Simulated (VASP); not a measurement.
# Zn (a cell with a defect) in VASP: a series of runs

Runs on Zn (a cell with a defect). Level: PBE+D3(BJ). Tasks: single point.

Program: VASP 6.6.1. These are calculated values, not measurements. Logs are shortened: lines on timing, memory, paths and dates and some standing lists are left out, and cuts for length are marked.

## 1. The cell of the first run

The cell holds a defect, 13 atoms: a = 5.320 Å, b = 7.980 Å, c = 4.937 Å, α = 90.00°, β = 90.00°, γ = 120.00°.

## 2. Single point, PBE+D3(BJ)

Input file INCAR:

```
SYSTEM = Zn
PREC = Accurate ; ENCUT = 520
EDIFF = 1E-6 ; ISMEAR = -1
SIGMA = 0.1 ; LREAL = .FALSE.
LASPH = .TRUE. ; NELM = 60
ALGO = Normal ; ISIF = 2
LWAVE = .FALSE. ; LCHARG = .TRUE.
GGA = PE ; IVDW = 12
LELF = .TRUE. ; LVHAR = .TRUE.
NBANDS = 90
```

Input file KPOINTS:

```
Automatic mesh
0
G
  2 2 2
  0 0 0
```

Input file POSCAR:

```
Zn
1.0
    5.3200000000      0.0000000000      0.0000000000
   -3.9900000000      6.9108830000      0.0000000000
    0.0000000000      0.0000000000      4.9369600000
Zn
13
Direct
    0.0189608051     -0.0232105424     -0.0146933784
    0.1580432542      0.2229056812      0.4213680066
   -0.0503603410      0.2834016705     -0.1253553684
    0.2079319774      0.5749072285      0.5589776484
    0.0259529510      0.6349683399      0.0068110282
    0.0746569597      0.8301379035      0.4221505582
    0.5239910735     -0.0239254288      0.1196688931
    0.7817084395      0.3191203184      0.3332763296
    0.4510404814      0.3322673881     -0.0081020626
    0.6536031167      0.5414198321      0.5902187512
    0.5361389266      0.6616997846      0.0954224937
    0.6666618509      0.8872130433      0.5929961140
    0.4479782051      0.0949485813      0.6653248865
```

Potentials or basis: VASP PAW PBE potentials, release 64 (Zn).

On the command line:

```console
$ cat potpaw_PBE.64/Zn/POTCAR > POTCAR
$ mpirun -np 1 vasp_std > vasp.out
```

OUTCAR:

```text
SYSTEM = Zn
   PREC = Accurate
   ENCUT = 520
   EDIFF = 1E-6
   ISMEAR = -1
   LREAL = .FALSE.
   LASPH = .TRUE.
   NELM = 60
   ISIF = 2
   GGA = PE
   IVDW = 12
 IVDW          = 12

 ion  position               nearest neighbor table
   1  0.019  0.977  0.985-  12 2.54  13 2.54   6 2.54  11 2.60   9 2.61   3 2.71   7 2.71   5 2.75
                             2 2.75   7 2.77
   2  0.158  0.223  0.421-   8 2.51   9 2.52  13 2.54   3 2.65  10 2.72   1 2.75   4 2.77  12 2.78
                             6 2.94   8 3.04   3 3.05
   3  0.950  0.283  0.875-   8 2.50  13 2.54   4 2.56   9 2.56   2 2.65   7 2.66   5 2.71   1 2.71
                             8 2.88   9 2.93   2 3.05
   4  0.208  0.575  0.559-   8 2.43  12 2.47  10 2.52   5 2.55   3 2.56   6 2.56  11 2.75   2 2.77
                            10 2.83   5 3.01
   5  0.026  0.635  0.007-   6 2.51   4 2.55  11 2.65  10 2.69   3 2.71   8 2.71   7 2.74   1 2.75
                            11 2.75   9 2.79   4 3.01
   6  0.075  0.830  0.422-  13 2.38  10 2.42   5 2.51   1 2.54   7 2.55   4 2.56  12 2.57   2 2.94
                            11 2.96
   7  0.524  0.976  0.120-  11 2.54  13 2.55   6 2.55   8 2.59   3 2.66  12 2.66   1 2.71   5 2.74
                             1 2.77  12 2.89  13 2.95
   8  0.782  0.319  0.333-  13 2.42   4 2.43   9 2.48   3 2.50   2 2.51  10 2.54   7 2.59   5 2.71
                             3 2.88   2 3.04
   9  0.451  0.332  0.992-  10 2.47   8 2.48  13 2.48  11 2.49   2 2.52   3 2.56   1 2.61   5 2.79
                             3 2.93
  10  0.654  0.541  0.590-   6 2.42   9 2.47   4 2.52   8 2.54   5 2.69   2 2.72  12 2.73  11 2.81
                             4 2.83  11 2.85
  11  0.536  0.662  0.095-   9 2.49   7 2.54   1 2.60   5 2.65   4 2.75   5 2.75  10 2.81  10 2.85
                            12 2.92  12 2.94   6 2.96
  12  0.667  0.887  0.593-   4 2.47  13 2.48   1 2.54   6 2.57   7 2.66  10 2.73   2 2.78   7 2.89
                            11 2.92  11 2.94
  13  0.448  0.095  0.665-   6 2.38   8 2.42   9 2.48  12 2.48   3 2.54   1 2.54   2 2.54   7 2.55
                             7 2.95

  LATTYP: Found a simple monoclinic cell.
 ALAT       =     5.3200000000
 B/A-ratio  =     0.9280000000
 C/A-ratio  =     1.3228757068
 COS(beta)  =    -0.1889822292

  Lattice vectors:

 A1 = (   5.3200000000,   0.0000000000,   0.0000000000)
 A2 = (   0.0000000000,   0.0000000000,   4.9369600000)
 A3 = (  -1.3300000000,  -6.9108830000,   0.0000000000)

Analysis of symmetry for initial positions (statically):
=====================================================================
 Subroutine PRICEL returns:
 Original cell was already a primitive cell.

 Routine SETGRP: Setting up the symmetry group for a
 simple monoclinic supercell.

 Subroutine GETGRP returns: Found  1 space group operations
 (whereof  1 operations were pure point group operations)
 out of a pool of  4 trial point group operations.

The static configuration has the point symmetry C_1 .

Analysis of symmetry for dynamics (positions and initial velocities):
=====================================================================
 Subroutine PRICEL returns:
 Original cell was already a primitive cell.

 Routine SETGRP: Setting up the symmetry group for a
 simple monoclinic supercell.

 Subroutine GETGRP returns: Found  1 space group operations
 (whereof  1 operations were pure point group operations)
 out of a pool of  4 trial point group operations.

The dynamic configuration has the point symmetry C_1 .

 Subroutine INISYM returns: Found  1 space group operations
 (whereof  1 operations are pure point group operations),
 and found     1 'primitive' translations

----------------------------------------------------------------------------------------

                                     Primitive cell

  volume of cell :     181.5118

  direct lattice vectors                    reciprocal lattice vectors
     5.320000000  0.000000000  0.000000000     0.187969925  0.108524482  0.000000000
    -3.990000000  6.910883000  0.000000000     0.000000000  0.144699310  0.000000000
     0.000000000  0.000000000  4.936960000     0.000000000  0.000000000  0.202553798

  length of vectors
     5.320000000  7.980000241  4.936960000     0.217048971  0.144699310  0.202553798

  position of ions in fractional coordinates (direct lattice)
     0.018960805  0.976789458  0.985306622
[... 41 lines left out ...]
     0.000000000  0.072349655  0.000000000     0.000000000  0.500000000  0.000000000
     0.000000000  0.000000000  0.101276899     0.000000000  0.000000000  0.500000000

  Length of vectors
     0.108524486  0.072349655  0.101276899

  Shift w.r.t. Gamma in fractional coordinates (k-lattice)
     0.000000000  0.000000000  0.000000000

 Subroutine IBZKPT returns following result:
 ===========================================

 Found      8 irreducible k-points:

 Following reciprocal coordinates:
            Coordinates               Weight
  0.000000  0.000000  0.000000      1.000000
  0.500000  0.000000  0.000000      1.000000
  0.000000  0.500000  0.000000      1.000000
  0.500000  0.500000  0.000000      1.000000
  0.000000  0.000000  0.500000      1.000000
  0.500000  0.000000  0.500000      1.000000
  0.000000  0.500000  0.500000      1.000000
  0.500000  0.500000  0.500000      1.000000
   k-points           NKPTS =      8   k-points in BZ     NKDIM =      8   number of bands    NBANDS=     90
   number of dos      NEDOS =    301   number of ions     NIONS =     13
   total plane-waves  NPLWV =  96000
   dimension x,y,z NGX =    40 NGY =   60 NGZ =   40
   dimension x,y,z NGXF=    80 NGYF=  120 NGZF=   80
   ions per type =              13
   NGX,Y,Z   is equivalent  to a cutoff of  12.50, 12.50, 13.47 a.u.
   NGXF,Y,Z  is equivalent  to a cutoff of  25.00, 25.00, 26.94 a.u.
 SYSTEM =  Zn
   PREC   = accura    normal or accurate (medium, high low for compatibility)
   ISTART =      0    job   : 0-new  1-cont  2-samecut
   ICHARG =      2    charge: 1-file 2-atom 10-const
   ISPIN  =      1    spin polarized calculation?
   LNONCOLLINEAR =      F non collinear calculations
   LSORBIT =      F    spin-orbit coupling
   LASPH  =      T    aspherical Exc in radial PAW
   ENCUT  =  520.0 eV  38.22 Ry    6.18 a.u.   9.89 14.84  9.18*2*pi/ulx,y,z
   NELM   =     60;   NELMIN=  2; NELMDL= -5     # of ELM steps
   EDIFF  = 0.1E-05   stopping-criterion for ELM
   LREAL  =      F    real-space projection
   EDIFFG = 0.1E-04   stopping-criterion for IOM
   NSW    =      0    number of steps for IOM
   IBRION =     -1    ionic relax: 0-MD 1-quasi-New 2-CG
   NFREE  =      0    steps in history (QN), initial steepest desc. (CG)
   ISIF   =      2    stress and relaxation
   ISYM   =      2    0-nonsym 1-usesym 2-fastsym
   POTIM  = 0.5000    time-step for ionic-motion
   TEBEG  =    0.0;   TEEND  =   0.0 temperature during run
   PSTRESS=    0.0 pullay stress
   NELECT =     156.0000    total number of electrons
   NUPDOWN=      -1.0000    fix difference up-down
   EMIN   =  10.00;   EMAX   =-10.00  energy-range for DOS
   EFERMI =   0.00;   METHOD = LEGACY
   ISMEAR =    -1;   SIGMA  =   0.10  broadening in eV -4-tet -1-fermi 0-gaus
   EFERMI_NEDOS =   21; number of points for ismear=-14 and -15
   IALGO  =     38    algorithm
   IMIX   =      4    mixing-type and parameters
     AMIX     =   0.40;   BMIX     =  1.00
     AMIX_MAG =   1.60;   BMIX_MAG =  1.00
  volume/ion in A,a.u.               =      13.96        94.22
  Fermi-wavevector in a.u.,A,eV,Ry     =   1.556496  2.941352 32.962574  2.422681
  Thomas-Fermi vector in A             =   2.660284
   LORBIT       =      0    0 simple, 1 ext, 2 COOP (PROOUT), +10 PAW based schemes
   GGA     = PE    functional components
   LHFCALC =     F    Hartree Fock is set to
   AEXX    =    0.0000 exact exchange contribution
   IVDW    =    12    specifies the selected vdW correction
   LEPSILON=     F    determine dielectric tensor
   LRPA    =     F    only Hartree local field effects (RPA)
 non-spin polarized calculation
  energy-cutoff  :      520.00
  volume of cell :      181.51
 maximum number of plane-waves:      4912
 NGX is ok and might be reduce to    40
   NGX = 19   NGY = 29   NGZ = 19

 number of electron     155.9999994 magnetization

 Free energy of the ion-electron system (eV)
  ---------------------------------------------------
  ext. energy  EPLUGINS =         0.00000000
  ---------------------------------------------------
  free energy    TOTEN  =       -13.42433485 eV

  energy without entropy =      -13.31558159  energy(sigma->0) =      -13.36995822

 E-fermi :   3.4305     XC(G=0): -11.9862

 val. band max:        3.3741879018   @ k =   0.0000   0.5000   0.5000
 cond. band min:       3.4680391454   @ k =   0.5000   0.5000   0.0000
 fundamental gap:      0.0938512436
 Fermi energy:         3.4304821102

 k-point     1 :       0.0000    0.0000    0.0000
  band No.  band energies     occupation
      1      -7.3859      2.00000
      2      -5.1721      2.00000
      3      -5.1076      2.00000
      4      -5.0464      2.00000
      5      -5.0048      2.00000
      6      -4.9617      2.00000
[... 733 lines left out ...]
     89       8.9814      0.00000
     90       9.0948      0.00000

------------------------ aborting loop because EDIFF is reached ----------------------------------------

 Edisp (eV)   -5.71396

 E8    (eV) :    -2.4055

  FORCE on cell =-STRESS in cart. coord.  units (eV):
  Direction    XX          YY          ZZ          XY          YZ          ZX
  --------------------------------------------------------------------------------------
  -------------------------------------------------------------------------------------
  Total       4.52434     9.29206    11.93860     5.42583     0.82281     0.65413
  in kB      39.93571    82.01966   105.38029    47.89301     7.26280     5.77394
  external pressure =       75.78 kB  Pullay stress =        0.00 kB

 VOLUME and BASIS-vectors are now :
 -----------------------------------------------------------------------------
  energy-cutoff  :      520.00
  volume of cell :      181.51
      direct lattice vectors                 reciprocal lattice vectors
     5.320000000  0.000000000  0.000000000     0.187969925  0.108524482  0.000000000
    -3.990000000  6.910883000  0.000000000     0.000000000  0.144699310  0.000000000
     0.000000000  0.000000000  4.936960000     0.000000000  0.000000000  0.202553798

 POSITION                                       TOTAL-FORCE (eV/Angst)
 -----------------------------------------------------------------------------------
     -3.79652      6.75048      4.86442        -0.003212      0.011072      0.011875
     -0.04860      1.54048      2.08028        -0.027137      0.011491     -0.014573
      3.92131      1.95856      4.31809         0.005939      0.007333     -0.014482
     -1.18768      3.97312      2.75965         0.004729      0.004642     -0.021941
     -2.39545      4.38819      0.03363         0.020387      0.006152      0.017720
     -2.91508      5.73699      2.08414        -0.027239     -0.017920     -0.003704
     -1.10691      6.74554      0.59080        -0.001383      0.008366      0.017717
      2.88540      2.20540      1.64537         0.029732      0.023809     -0.011035
      1.07379      2.29626      4.89696        -0.015207     -0.037000      0.007827
      1.31690      3.74169      2.91389         0.009240     -0.002756      0.014925
      0.21208      4.57293      0.47110         0.006157     -0.028506      0.010363
      0.00666      6.13143      2.92760        -0.000034      0.015550     -0.016580
      2.00440      0.65618      3.28468        -0.001972     -0.002233      0.001889
 -----------------------------------------------------------------------------------
    total drift:                                0.000600     -0.000366      0.002396

  FREE ENERGIE OF THE ION-ELECTRON SYSTEM (eV)
  ---------------------------------------------------
  free  energy   TOTEN  =       -19.1382977053 eV

  energy  without entropy=      -19.0295444453  energy(sigma->0) =      -19.08392108
```

Wall time 3 min (1 thread of Intel Xeon Platinum 8259CL at 2.50GHz (Skylake/Cascade Lake), shared host); peak memory 0.33 GiB.

What came out:

```yaml
Free_energy: -19.1383 eV
Pressure: 7.6 GPa
Largest_force: 0.041 eV/Å
Band_gap_on_the_k_mesh: zero (band 78 reaches 6.68 eV, above the bottom of band 79 at 2.91 eV)
Dispersion_energy_per_atom: -0.440 eV
```

Forces on the atoms (eV/Å):
```
Zn  -0.003  0.011  0.012
Zn  -0.027  0.011 -0.015
Zn   0.006  0.007 -0.014
Zn   0.005  0.005 -0.022
Zn   0.020  0.006  0.018
Zn  -0.027 -0.018 -0.004
Zn  -0.001  0.008  0.018
Zn   0.030  0.024 -0.011
Zn  -0.015 -0.037  0.008
Zn   0.009 -0.003  0.015
Zn   0.006 -0.029  0.010
Zn   0.000  0.016 -0.017
Zn  -0.002 -0.002  0.002
```

Levels at points of the mesh, in eV from the Fermi level:
| k point | band 74 | band 75 | band 76 | band 77 | band 78 | band 79 | band 80 | band 81 |
| --- | --- | --- | --- | --- | --- | --- | --- | --- |
| (0.00, 0.00, 0.00) | -2.48 | -1.18 | -0.95 | 0.10 | 0.27 | 0.41 | 0.58 | 1.88 |
| (0.50, 0.00, 0.00) | -1.63 | -1.34 | -1.18 | -0.93 | -0.84 | -0.52 | -0.15 | 0.21 |
| (0.00, 0.50, 0.00) | -2.71 | -2.64 | -2.41 | -2.22 | -0.19 | 1.16 | 1.56 | 1.77 |
| (0.50, 0.50, 0.00) | -2.09 | -1.98 | -0.53 | 0.04 | 0.42 | 0.86 | 1.48 | 1.79 |
| (0.00, 0.00, 0.50) | -2.72 | -2.51 | -1.82 | -1.60 | -0.55 | -0.34 | 1.61 | 2.28 |
| (0.50, 0.00, 0.50) | -1.44 | -1.24 | -0.54 | -0.52 | 1.07 | 1.45 | 1.84 | 2.03 |
| (0.00, 0.50, 0.50) | -2.10 | -1.89 | -1.77 | -1.72 | -0.56 | -0.34 | -0.21 | -0.06 |
| (0.50, 0.50, 0.50) | -3.23 | -3.17 | -2.74 | -2.56 | 3.25 | 3.64 | 3.86 | 4.07 |

Caveat: the k points lie up to 0.68 Å⁻¹ apart.

[end of part 1 of 3]
